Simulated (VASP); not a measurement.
# Co (Pm-3m) in VASP: notebook

Co is run at these levels: LDA; tasks: single point.

All numbers are computed with VASP 6.6.1; they aren't measurements. Logs are shortened: lines on timing, memory, paths and dates and some standing lists are left out, and cuts for length are marked.

## (1) The cell of the first run

The structure is cubic, space group Pm-3m (No. 221). Conventional cell: a = 1.728 Å, b = 1.728 Å, c = 1.728 Å, α = 90.00°, β = 90.00°, γ = 90.00°. Within 2.3 Å of Co (site symmetry m-3m) lie 6 Co at 1.73 Å.

## (2) Single point, LDA, collinear spin, ferromagnetic start (volume scaled by 0.45)

INCAR reads:

```
PREC = Accurate ; ENCUT = 600
EDIFF = 1E-6 ; ISMEAR = -1
SIGMA = 0.05 ; LREAL = False
LASPH = True ; NELM = 200
ALGO = Normal ; ISIF = 2
LWAVE = False ; LCHARG = False
ISPIN = 2 ; MAGMOM = 1.7
LORBIT = 11 ; LMAXMIX = 4
NBANDS = 18 ; GGA_COMPAT = False
```

KPOINTS reads:

```
Automatic mesh
0
Gamma
  17 17 17
```

POSCAR reads:

```
Co
1.0
    1.7283550568      0.0000000000      0.0000000000
    0.0000000000      1.7283550568      0.0000000000
    0.0000000000      0.0000000000      1.7283550568
Co
1
Direct
    0.0000000000      0.0000000000      0.0000000000
```

Potentials or basis: VASP PAW LDA potentials, release 64 (Co_sv).

Command:

```sh
$ cat potpaw_LDA.64/Co_sv/POTCAR > POTCAR
$ mpirun -np 1 vasp_std > vasp.out
```

OUTCAR:

```text
PREC = Accurate
   ENCUT = 600
   EDIFF = 1E-6
   ISMEAR = -1
   LREAL = False
   LASPH = True
   NELM = 200
   ISIF = 2
   ISPIN = 2
   LORBIT = 11

 ion  position               nearest neighbor table
   1  0.000  0.000  0.000-

  LATTYP: Found a simple cubic cell.
 ALAT       =     1.7283550568

  Lattice vectors:

 A1 = (   1.7283550568,   0.0000000000,   0.0000000000)
 A2 = (   0.0000000000,   1.7283550568,   0.0000000000)
 A3 = (   0.0000000000,   0.0000000000,   1.7283550568)

Analysis of symmetry for initial positions (statically):
=====================================================================
 Subroutine PRICEL returns:
 Original cell was already a primitive cell.

 Routine SETGRP: Setting up the symmetry group for a
 simple cubic supercell.

 Subroutine GETGRP returns: Found 48 space group operations
 (whereof 48 operations were pure point group operations)
 out of a pool of 48 trial point group operations.

The static configuration has the point symmetry O_h .

Analysis of symmetry for dynamics (positions and initial velocities):
=====================================================================
 Subroutine PRICEL returns:
 Original cell was already a primitive cell.

 Routine SETGRP: Setting up the symmetry group for a
 simple cubic supercell.

 Subroutine GETGRP returns: Found 48 space group operations
 (whereof 48 operations were pure point group operations)
 out of a pool of 48 trial point group operations.

The dynamic configuration has the point symmetry O_h .

Analysis of structural, dynamic, and magnetic symmetry:
=====================================================================
 Subroutine PRICEL returns:
 Original cell was already a primitive cell.

 Routine SETGRP: Setting up the symmetry group for a
 simple cubic supercell.

 Subroutine GETGRP returns: Found 48 space group operations
 (whereof 48 operations were pure point group operations)
 out of a pool of 48 trial point group operations.

The overall configuration has the point symmetry O_h .

 Subroutine INISYM returns: Found 48 space group operations
 (whereof 48 operations are pure point group operations),
 and found     1 'primitive' translations

----------------------------------------------------------------------------------------

                                     Primitive cell

  volume of cell :       5.1630

  direct lattice vectors                    reciprocal lattice vectors
     1.728355057  0.000000000  0.000000000     0.578584820  0.000000000  0.000000000
     0.000000000  1.728355057  0.000000000     0.000000000  0.578584820  0.000000000
     0.000000000  0.000000000  1.728355057     0.000000000  0.000000000  0.578584820

  length of vectors
     1.728355057  1.728355057  1.728355057     0.578584820  0.578584820  0.578584820

  position of ions in fractional coordinates (direct lattice)
     0.000000000  0.000000000  0.000000000

  ion indices of the primitive-cell ions
   primitive index   ion index
                 1           1

----------------------------------------------------------------------------------------

 KPOINTS: Automatic mesh

Automatic generation of k-mesh.
 Grid dimensions read from file:
 generate k-points for:   17   17   17

 Generating k-lattice:

  Cartesian coordinates                     Fractional coordinates (reciprocal lattice)
     0.034034401  0.000000000  0.000000000     0.058823529  0.000000000  0.000000000
     0.000000000  0.034034401  0.000000000     0.000000000  0.058823529  0.000000000
     0.000000000  0.000000000  0.034034401     0.000000000  0.000000000  0.058823529

  Length of vectors
     0.034034401  0.034034401  0.034034401

  Shift w.r.t. Gamma in fractional coordinates (k-lattice)
     0.000000000  0.000000000  0.000000000

 Subroutine IBZKPT returns following result:
 ===========================================

 Found    165 irreducible k-points:

 Following reciprocal coordinates:
            Coordinates               Weight
  0.000000  0.000000  0.000000      1.000000
  0.058824  0.000000  0.000000      6.000000
  0.117647  0.000000  0.000000      6.000000
  0.176471  0.000000  0.000000      6.000000
  0.235294  0.000000  0.000000      6.000000
  0.294118  0.000000  0.000000      6.000000
[... 16 lines left out ...]
  0.411765  0.117647  0.000000     24.000000
  0.470588  0.117647  0.000000     24.000000
 [... further k-points ...]
   k-points           NKPTS =    165   k-points in BZ     NKDIM =    165   number of bands    NBANDS=     18
   number of dos      NEDOS =    301   number of ions     NIONS =      1
   total plane-waves  NPLWV =   2744
   dimension x,y,z NGX =    14 NGY =   14 NGZ =   14
   dimension x,y,z NGXF=    28 NGYF=   28 NGZF=   28
   ions per type =               1
   NGX,Y,Z   is equivalent  to a cutoff of  13.47, 13.47, 13.47 a.u.
   NGXF,Y,Z  is equivalent  to a cutoff of  26.93, 26.93, 26.93 a.u.
 SYSTEM =  unknown system
   PREC   = accura    normal or accurate (medium, high low for compatibility)
   ISTART =      0    job   : 0-new  1-cont  2-samecut
   ICHARG =      2    charge: 1-file 2-atom 10-const
   ISPIN  =      2    spin polarized calculation?
   LNONCOLLINEAR =      F non collinear calculations
   LSORBIT =      F    spin-orbit coupling
   LASPH  =      T    aspherical Exc in radial PAW
   ENCUT  =  600.0 eV  44.10 Ry    6.64 a.u.   3.45  3.45  3.45*2*pi/ulx,y,z
   NELM   =    200;   NELMIN=  2; NELMDL= -5     # of ELM steps
   EDIFF  = 0.1E-05   stopping-criterion for ELM
   LREAL  =      F    real-space projection
   EDIFFG = 0.1E-04   stopping-criterion for IOM
   NSW    =      0    number of steps for IOM
   IBRION =     -1    ionic relax: 0-MD 1-quasi-New 2-CG
   NFREE  =      0    steps in history (QN), initial steepest desc. (CG)
   ISIF   =      2    stress and relaxation
   ISYM   =      2    0-nonsym 1-usesym 2-fastsym
   POTIM  = 0.5000    time-step for ionic-motion
   TEBEG  =    0.0;   TEEND  =   0.0 temperature during run
   PSTRESS=    0.0 pullay stress
   NELECT =      17.0000    total number of electrons
   NUPDOWN=      -1.0000    fix difference up-down
   EMIN   =  10.00;   EMAX   =-10.00  energy-range for DOS
   EFERMI =   0.00;   METHOD = LEGACY
   ISMEAR =    -1;   SIGMA  =   0.05  broadening in eV -4-tet -1-fermi 0-gaus
   EFERMI_NEDOS =   21; number of points for ismear=-14 and -15
   IALGO  =     38    algorithm
   IMIX   =      4    mixing-type and parameters
     AMIX     =   0.40;   BMIX     =  1.00
     AMIX_MAG =   1.60;   BMIX_MAG =  1.00
  volume/ion in A,a.u.               =       5.16        34.84
  Fermi-wavevector in a.u.,A,eV,Ry     =   2.435519  4.602463 80.706391  5.931752
  Thomas-Fermi vector in A             =   3.327742
   LORBIT       =     11    0 simple, 1 ext, 2 COOP (PROOUT), +10 PAW based schemes
   GGA     = CA    functional components
   LHFCALC =     F    Hartree Fock is set to
   AEXX    =    0.0000 exact exchange contribution
   IVDW    =     0    specifies the selected vdW correction
   LEPSILON=     F    determine dielectric tensor
   LRPA    =     F    only Hartree local field effects (RPA)
 spin polarized calculation
  energy-cutoff  :      600.00
  volume of cell :        5.16
 maximum number of plane-waves:       179
 NGX is ok and might be reduce to    14
   NGX =  7   NGY =  7   NGZ =  7

 number of electron      17.0000035 magnetization      -0.0004451

 number of electron      17.0000035 magnetization       0.0000067

 Free energy of the ion-electron system (eV)
  ---------------------------------------------------
  ext. energy  EPLUGINS =         0.00000000
  ---------------------------------------------------
  free energy    TOTEN  =         1.47747789 eV

  energy without entropy =        1.48391929  energy(sigma->0) =        1.48069859

 E-fermi :  29.8711     XC(G=0): -19.6146

 val. band max:       29.8485424588   @ k =   0.4706   0.1765   0.1176
 cond. band min:      29.8722553981   @ k =   0.1765   0.1765   0.0000
 fundamental gap:      0.0237129393
 Fermi energy:        29.8711303943

 spin component 1

 k-point     1 :       0.0000    0.0000    0.0000
  band No.  band energies     occupation
      1     -68.1977      1.00000
      2     -28.8965      1.00000
      3     -28.8965      1.00000
      4     -28.8965      1.00000
      5      16.0485      1.00000
      6      18.5935      1.00000
[... 10 lines left out ...]
     17      90.5449      0.00000
     18      90.5449      0.00000

 k-point     2 :       0.0588    0.0000    0.0000
  band No.  band energies     occupation
      1     -68.1620      1.00000
      2     -29.0770      1.00000
      3     -28.8816      1.00000
      4     -28.8816      1.00000
      5      16.2603      1.00000
      6      18.6474      1.00000
[... 10 lines left out ...]
     17      90.2351      0.00000
     18      90.5341      0.00000

 k-point     3 :       0.1176    0.0000    0.0000
  band No.  band energies     occupation
      1     -68.0586      1.00000
      2     -29.5849      1.00000
      3     -28.8371      1.00000
      4     -28.8371      1.00000
      5      16.8292      1.00000
      6      18.8034      1.00000
[... 10 lines left out ...]
     17      89.5348      0.00000
     18      90.3944      0.00000

 k-point     4 :       0.1765    0.0000    0.0000
  band No.  band energies     occupation
      1     -67.8991      1.00000
      2     -30.3337      1.00000
      3     -28.7690      1.00000
      4     -28.7690      1.00000
      5      17.6189      1.00000
      6      19.0450      1.00000
[... 375 lines left out ...]
      4     -28.4669      1.00000
      5      20.3918      1.00000
      6      21.1616      1.00000
[... 10 lines left out ...]
     17      84.7743      0.00000
     18      87.3033      0.00000

 k-point    23 :       0.4118    0.1176    0.0000
  band No.  band energies     occupation
      1     -67.0201      1.00000
      2     -33.3181      1.00000
      3     -29.0898      1.00000
      4     -28.4086      1.00000
      5      20.7292      1.00000
      6      21.8845      1.00000
[... 10 lines left out ...]
     17      82.8985      0.00000
     18      87.0176      0.00000

 k-point    24 :       0.4706    0.1176    0.0000
  band No.  band energies     occupation
      1     -66.9397      1.00000
      2     -33.6166      1.00000
      3     -29.0538      1.00000
      4     -28.3769      1.00000
      5      20.8880      1.00000
      6      22.5691      1.00000
[... 10 lines left out ...]
     17      82.7110      0.00000
     18      86.8821      0.00000

 [... further k-points ...]

 spin component 2

 k-point     1 :       0.0000    0.0000    0.0000
  band No.  band energies     occupation
      1     -68.1977      1.00000
      2     -28.8965      1.00000
      3     -28.8965      1.00000
      4     -28.8965      1.00000
      5      16.0485      1.00000
      6      18.5935      1.00000
[... 10 lines left out ...]
     17      90.5449      0.00000
     18      90.5449      0.00000

 k-point     2 :       0.0588    0.0000    0.0000
  band No.  band energies     occupation
      1     -68.1620      1.00000
      2     -29.0770      1.00000
      3     -28.8816      1.00000
      4     -28.8816      1.00000
      5      16.2603      1.00000
      6      18.6474      1.00000
[... 10 lines left out ...]
     17      90.2562      0.00000
     18      90.5341      0.00000

 k-point     3 :       0.1176    0.0000    0.0000
  band No.  band energies     occupation
      1     -68.0586      1.00000
      2     -29.5849      1.00000
      3     -28.8371      1.00000
      4     -28.8371      1.00000
      5      16.8292      1.00000
      6      18.8034      1.00000
[... 10 lines left out ...]
     17      89.5424      0.00000
     18      90.3945      0.00000

 k-point     4 :       0.1765    0.0000    0.0000
  band No.  band energies     occupation
      1     -67.8991      1.00000
      2     -30.3337      1.00000
      3     -28.7690      1.00000
      4     -28.7690      1.00000
      5      17.6189      1.00000
      6      19.0451      1.00000
[... 375 lines left out ...]
      4     -28.4670      1.00000
      5      20.3918      1.00000
      6      21.1616      1.00000
[... 10 lines left out ...]
     17      84.7744      0.00000
     18      87.3033      0.00000

 k-point    23 :       0.4118    0.1176    0.0000
  band No.  band energies     occupation
      1     -67.0201      1.00000
      2     -33.3181      1.00000
      3     -29.0898      1.00000
      4     -28.4086      1.00000
      5      20.7292      1.00000
      6      21.8845      1.00000
[... 10 lines left out ...]
     17      82.8985      0.00000
     18      87.0176      0.00000

 k-point    24 :       0.4706    0.1176    0.0000
  band No.  band energies     occupation
      1     -66.9397      1.00000
      2     -33.6166      1.00000
      3     -29.0538      1.00000
      4     -28.3769      1.00000
      5      20.8880      1.00000
      6      22.5691      1.00000
[... 10 lines left out ...]
     17      82.7110      0.00000
     18      86.8821      0.00000

 [... further k-points ...]
[... 5 lines left out ...]
  --------------------------------------------------------------------------------------
  -------------------------------------------------------------------------------------
  Total       30.1725241     30.1725241     30.1725241      0.0000000      0.0000000      0.0000000
  in kB     9363.1791065   9363.1791065   9363.1791065      0.0000000      0.0000000      0.0000000
  external PRESSURE =    9363.1791065 kB  Pullay stress =       0.0000000 kB

 VOLUME and BASIS-vectors are now :
 -----------------------------------------------------------------------------
  energy-cutoff  :      600.00
  volume of cell :        5.16
      direct lattice vectors                 reciprocal lattice vectors
     1.728355057  0.000000000  0.000000000     0.578584820  0.000000000  0.000000000
     0.000000000  1.728355057  0.000000000     0.000000000  0.578584820  0.000000000
     0.000000000  0.000000000  1.728355057     0.000000000  0.000000000  0.578584820

 POSITION                                       TOTAL-FORCE (eV/Angst)
 -----------------------------------------------------------------------------------
      0.00000      0.00000      0.00000         0.000000      0.000000      0.000000
 -----------------------------------------------------------------------------------
    total drift:                               -0.000000     -0.000000     -0.000000

  FREE ENERGIE OF THE ION-ELECTRON SYSTEM (eV)
  ---------------------------------------------------
  free  energy   TOTEN  =         1.4774778871 eV

  energy  without entropy=        1.4839192857  energy(sigma->0) =        1.48069859

 total charge

# of ion       s       p       d       tot
------------------------------------------
    1        2.515   6.413   7.741  16.670

 magnetization (x)

# of ion       s       p       d       tot
------------------------------------------
    1        0.000  -0.000   0.000   0.000
```

It took 35 s on 1 thread of AMD EPYC 7R43 (Zen 3), shared host; peak memory 0.09 GiB.

The run converged, but its numbers aren't listed here, since they failed a check.

Caveat: the starting moments collapsed, and a magnetic state may lie lower.

## (3) Single point, LDA, collinear spin, ferromagnetic start (volume scaled by 0.85)

INCAR reads:

```
SYSTEM = Co
  PREC = Accurate
  ENCUT = 600
  EDIFF = 1E-6
  ISMEAR = -1
  SIGMA = 0.05
  LREAL = .FALSE.
  LASPH = .TRUE.
  NELM = 200
  ALGO = Normal
  ISIF = 2
  LWAVE = .FALSE.
  LCHARG = .TRUE.
  ISPIN = 2
  MAGMOM = 1.7
  LORBIT = 11
  LMAXMIX = 4
  GGA = CA
  LELF = .TRUE.
  LVHAR = .TRUE.
  NBANDS = 18
  GGA_COMPAT = .FALSE.
```

KPOINTS reads:

```
regular mesh
0
G
  17 17 17
  0 0 0
```

POSCAR reads:

```
Co
1.0
    2.1364944481      0.0000000000      0.0000000000
    0.0000000000      2.1364944481      0.0000000000
    0.0000000000      0.0000000000      2.1364944481
Co
1
Direct
    0.0000000000      0.0000000000      0.0000000000
```

Potentials or basis: VASP PAW LDA potentials, release 64 (Co_sv).

Command:

```sh
$ cat potpaw_LDA.64/Co_sv/POTCAR > POTCAR
$ mpirun -np 1 vasp_std > vasp.out
```

OUTCAR:

```text
SYSTEM = Co
   PREC = Accurate
   ENCUT = 600
   EDIFF = 1E-6
   ISMEAR = -1
   LREAL = .FALSE.
   LASPH = .TRUE.
   NELM = 200
   ISIF = 2
   ISPIN = 2
   LORBIT = 11
   GGA = CA

 ion  position               nearest neighbor table
   1  0.000  0.000  0.000-

  LATTYP: Found a simple cubic cell.
 ALAT       =     2.1364944481

  Lattice vectors:

 A1 = (   2.1364944481,   0.0000000000,   0.0000000000)
 A2 = (   0.0000000000,   2.1364944481,   0.0000000000)
[... 1215 lines left out ...]
  --------------------------------------------------------------------------------------
  -------------------------------------------------------------------------------------
  Total        2.4932401      2.4932401      2.4932401      0.0000000      0.0000000     -0.0000000
  in kB      409.6088909    409.6088909    409.6088909      0.0000000      0.0000000     -0.0000000
  external PRESSURE =     409.6088909 kB  Pullay stress =       0.0000000 kB

 VOLUME and BASIS-vectors are now :
 -----------------------------------------------------------------------------
  energy-cutoff  :      600.00
  volume of cell :        9.75
      direct lattice vectors                 reciprocal lattice vectors
     2.136494448  0.000000000  0.000000000     0.468056447  0.000000000  0.000000000
     0.000000000  2.136494448  0.000000000     0.000000000  0.468056447  0.000000000
     0.000000000  0.000000000  2.136494448     0.000000000  0.000000000  0.468056447

 POSITION                                       TOTAL-FORCE (eV/Angst)
 -----------------------------------------------------------------------------------
      0.00000      0.00000      0.00000         0.000000      0.000000      0.000000
 -----------------------------------------------------------------------------------
    total drift:                                0.000000      0.000000      0.000000

  FREE ENERGIE OF THE ION-ELECTRON SYSTEM (eV)
  ---------------------------------------------------
  free  energy   TOTEN  =        -7.0927774063 eV

  energy  without entropy=       -7.0804967612  energy(sigma->0) =       -7.08663708

 total charge

# of ion       s       p       d       tot
------------------------------------------
    1        2.307   6.139   6.879  15.325

 magnetization (x)

# of ion       s       p       d       tot
------------------------------------------
    1        0.006   0.004   1.202   1.212
```

stdout:

```text
POSCAR found type information on POSCAR Co
 POSCAR found :  1 types and       1 ions
 scaLAPACK will be used
 LDA part: xc-table for (Slater(with rela. corr.)+CA(PZ))
 , standard interpolation
 POSCAR, INCAR and KPOINTS ok, starting setup
 FFT: planning ... GRIDC
 FFT: planning ... GRID_SOFT
 FFT: planning ... GRID
 WAVECAR not read
 entering main loop
```

It took 63 s on 1 thread of Intel Xeon Platinum 8488C (Sapphire Rapids), shared host; peak memory 0.16 GiB.

Results:

```yaml
Free_energy: -7.0928 eV
Pressure: 41.0 GPa
Net_moment: 1.23 μB per cell
Site_moments: Co +1.21 μB
Valence_electrons_inside_the_program's_atomic_spheres: Co 15.32
```

## (4) Single point, LDA, collinear spin, ferromagnetic start (volume scaled by 0.95)

INCAR reads:

```
SYSTEM = Co
PREC = Accurate
ENCUT = 600
EDIFF = 1E-6
ISMEAR = -1
SIGMA = 0.05
LREAL = .False.
LASPH = .True.
NELM = 200
ALGO = Normal
ISIF = 2
LWAVE = .False.
LCHARG = .False.
ISPIN = 2
MAGMOM = 1.7
LORBIT = 11
LMAXMIX = 4
NBANDS = 18
GGA_COMPAT = .False.
```

KPOINTS reads:

```
Automatic mesh
0
Gamma
  17 17 17
  0 0 0
```

POSCAR reads:

```
Co
1.0
    2.2171921304      0.0000000000      0.0000000000
    0.0000000000      2.2171921304      0.0000000000
    0.0000000000      0.0000000000      2.2171921304
Co
1
Direct
    0.0000000000      0.0000000000      0.0000000000
```

Command:

```sh
$ cat potpaw_LDA.64/Co_sv/POTCAR > POTCAR
$ mpirun -np 1 vasp_std > vasp.out
```

Run time: 70 s. Hardware: 1 thread of AMD EPYC 7R43 (Zen 3), shared host; peak memory 0.12 GiB.

Results (log left out):

```yaml
Free_energy: -7.2825 eV
Pressure: 7.1 GPa
Net_moment: 1.43 μB per cell
Site_moments: Co +1.41 μB
Valence_electrons_inside_the_program's_atomic_spheres: Co 15.21
```

Levels at points of the mesh, in eV from the Fermi level:
Spin up:
```csv
k point,band 6,band 7,band 8,band 9,band 10,band 11,band 12,band 13
"(0.00, 0.00, 0.00)",-4.74,-4.74,-0.36,-0.36,-0.36,20.91,20.91,20.91
```
Spin down:
```tsv
k point	band 4	band 5	band 6	band 7	band 8	band 9	band 10	band 11	band 12	band 13
(0.00, 0.00, 0.00)	-56.93	-8.83	-3.75	-3.75	1.23	1.23	1.23	21.23	21.23	21.23
```
